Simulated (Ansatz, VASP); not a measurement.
## NaBe2: VASP beside Ansatz

File INCAR:

```
SYSTEM = NaBe2
ALGO     = Normal         ! electronic algorithm
EDIFF    = 1E-6           ! SCF threshold, eV
EDIFFG   = -0.01          ! ionic threshold
ENCUT    = 600            ! plane-wave cutoff, eV
GGA      = PE             ! functional
IBRION   = 2              ! ionic algorithm
ISIF     = 3              ! what is computed and relaxed
ISMEAR   = 0              ! smearing method
LASPH    = .True.         ! aspherical terms in the spheres
LCHARG   = .False.        ! write CHGCAR
LREAL    = .False.        ! projectors in reciprocal space
LWAVE    = .False.        ! write WAVECAR
NELM     = 100            ! most SCF steps
NSW      = 100            ! ionic steps
PREC     = Accurate       ! precision mode
SIGMA    = 0.1            ! smearing width, eV
```

File KPOINTS:

```
k-points
0
Gamma
  12 12 12
  0 0 0
```

File POSCAR:

```
NaBe2
1.0
    3.9364123030      0.0000000000      0.0000000000
   -1.9682061515      3.4090330542      0.0000000000
    0.0000000000      0.0000000000      3.7292936910
Na Be
1 2
Direct
    0.0000000000      0.0000000000      0.0000000000
    0.3333333333      0.6666666667      0.5000000000
    0.6666666667      0.3333333333      0.5000000000
```

Input for Ansatz:

```yaml
crystal:
  lattice:
    - [3.936412303, 0.0, 0.0]
    - [-1.9682061515, 3.4090330542, 0.0]
    - [0.0, 0.0, 3.729293691]
  atoms:
    - { symbol: Na, position: [0.0, 0.0, 0.0] }
    - { symbol: Be, position: [0.3333333333, 0.6666666667, 0.5] }
    - { symbol: Be, position: [0.6666666667, 0.3333333333, 0.5] }
basis:
  ecutwfc: 420
kpoints:
  mp_grid: { grid: [12, 12, 12] }
hamiltonian:
  xc: pbe
scf:
  occupations: { method: gaussian, width: 0.1 }
output:
  forces: true
  stress: true
  eigenvalues: true
relax:
  adjacent_minimum: "off"
  f_tol: 0.01
  max_steps: 80
  cell: { stress_tol: 0.05 }
```

Change from the starting cell: species swapped into the HfB2 type (P6/mmm, No. 191).

Alike in both runs: task relaxation of cell and atoms; functional PBE; k mesh 12 × 12 × 12; occupations gaussian, width 0.1 eV; no spin polarisation.

```csv
,VASP,Ansatz
version,VASP 6.6.1,Ansatz 0.2.0
potentials or method,"VASP PAW PBE potentials, release 64 (Na_pv, Be), cutoff 600 eV","scalar-relativistic, plane waves, PAW"
valence electrons in the cell,11,13
```

```tsv
	VASP	Ansatz	Ansatz less VASP
gap on the k mesh at the Fermi level, each at its own relaxed structure (eV)	none	none	-
relaxed volume (Å³/atom)	17.41	17.34	-0.069
relaxed cell length with the largest relative difference (Å)	4.143	4.128	-0.0152
```

A gap of «none» marks a metal or a gap that the smearing closes. VASP's potentials hold 11 valence electrons a cell and Ansatz's 13, so a difference there can come from the potentials and not from the codes.
